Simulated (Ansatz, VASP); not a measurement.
## GeMo3Pt: VASP beside Ansatz

```
CELL_PARAMETERS angstrom
6.36764 0.00000 0.00000
-3.18382 5.51453 0.00000
0.00000 0.00000 4.71288
ATOMIC_POSITIONS crystal
Ge 0.00000 0.00000 0.50000
Ge 0.00000 0.00000 0.00000
Mo 0.11247 0.41146 0.75000
Mo 0.70101 0.11247 0.25000
Mo 0.58854 0.70101 0.75000
Mo 0.88753 0.58854 0.25000
Mo 0.29899 0.88753 0.75000
Mo 0.41146 0.29899 0.25000
Pt 0.33333 0.66667 0.25000
Pt 0.66667 0.33333 0.75000
```

Change from the starting cell: the structure that the rattled cell fell into.

Alike in both runs: functional PBE; k mesh 6 × 6 × 8; occupations gaussian, width 0.1 eV; no spin polarisation.

Ansatz relaxed the structure, and its values are those at the end. VASP's run is a single point on that final structure, the one shown.

```csv
,VASP,Ansatz
version,VASP 6.6.1,Ansatz 0.2.0
potentials or method,"VASP PAW PBE potentials, release 64 (Ge_d, Mo_sv, Pt), cutoff 520 eV","scalar-relativistic, plane waves, PAW"
valence electrons in the cell,132,148
```

|  | VASP | Ansatz | Ansatz less VASP |
| --- | --- | --- | --- |
| gap on the k mesh at the Fermi level (eV) | none | none | - |
| pressure (GPa) | 0.2 | 0.0 | -0.19 |
| rms of the force components (eV/Å) | 0.007 | 0.000 | -0.0063 |

A gap of «none» marks a metal or a gap that the smearing closes. VASP's potentials hold 132 valence electrons a cell and Ansatz's 148, so a difference there can come from the potentials and not from the codes.

Spin-orbit coupling is off throughout.
